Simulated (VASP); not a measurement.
A run of VASP 6.6.1:

Contents of INCAR:

```
PREC = Accurate
ENCUT = 500
EDIFF = 1E-6
ISMEAR = 0
SIGMA = 0.01
LREAL = False
LASPH = True
NELM = 120
ALGO = Normal
ISIF = 2
LWAVE = False
LCHARG = False
GGA = PE
NBANDS = 26
GGA_COMPAT = False
```

File KPOINTS:

```
Automatic mesh
0
Gamma
  6 6 4
```

The input POSCAR:

```
InGaP2
1.0
    3.9615325209      0.0000000000      0.0000000000
    0.0000000000      3.9615325209      0.0000000000
    0.0000000000      0.0000000000      5.6420633327
Ga P In
1 2 1
Direct
    0.0000000000      0.0000000000      0.0000000000
    0.0000000000      0.5000000000      0.2291933904
    0.5000000000      0.0000000000      0.7708066096
    0.5000000000      0.5000000000      0.5000000000
```

Potentials or basis: VASP PAW PBE potentials, release 64 (Ga_d, P, In_d).

Launch:

```bash
$ cat potpaw_PBE.64/Ga_d/POTCAR potpaw_PBE.64/P/POTCAR potpaw_PBE.64/In_d/POTCAR > POTCAR
$ mpirun -np 1 vasp_std > vasp.out
```

Hardware: 1 thread of Intel(R) Xeon(R) 6975P-C (Granite Rapids), with other jobs on the host.

Task: How long does it take, and how much memory?

Result: Run time: 38 s on 1 thread of Intel(R) Xeon(R) 6975P-C (Granite Rapids), on a shared host, peak memory 0.22 GiB. Counts: scf iterations 15, k points 30.
